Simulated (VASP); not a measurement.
Runs of VASP 6.6.1 on Ag2IBr. The structure is that of space group P4/mmm (No. 123), or close to it. The cells are those of the table. 

```csv
level,cell,gap on the mesh (eV),pressure (GPa)
PBE,"a = 4.230, b = 4.230, c = 5.888 Å, 4 atoms",0.53,1.1
PBE,"a = 4.357, b = 4.357, c = 6.064 Å, 4 atoms",(b),-1.9
r2SCAN,"a = 4.154, b = 4.154, c = 5.785 Å, 4 atoms",0.81,3.0
r2SCAN,"a = 4.198, b = 4.198, c = 5.846 Å, 4 atoms",0.93,1.3
PBE,"a = 4.186, b = 4.186, c = 5.826 Å, 4 atoms",(a),2.6
PBE,"a = 4.241, b = 4.241, c = 5.906 Å, 4 atoms",0.53,0.8
PBE,"a = 4.316, b = 4.316, c = 6.006 Å, 4 atoms",0.59,-1.1
PBE,"a = 4.273, b = 4.273, c = 5.948 Å, 4 atoms",0.56,-0.1
```

Alike in all rows: task single point; potentials or basis VASP PAW PBE potentials, release 64 (Br, Ag, I); no spin polarisation; k mesh 6 × 6 × 4; cutoff (eV) 520; smearing gaussian 0.01 eV.

Fill in the values left out.

(a) 0.45; (b) 0.61.

Caveats: spin-orbit coupling is left out, which moves the levels of the heavy elements; the PAW data sets were made with another functional, which shifts forces and pressure a little (at least some runs).

A k mesh can miss the band edges, and the runs leave out spin-orbit coupling on Ag, Br, I.
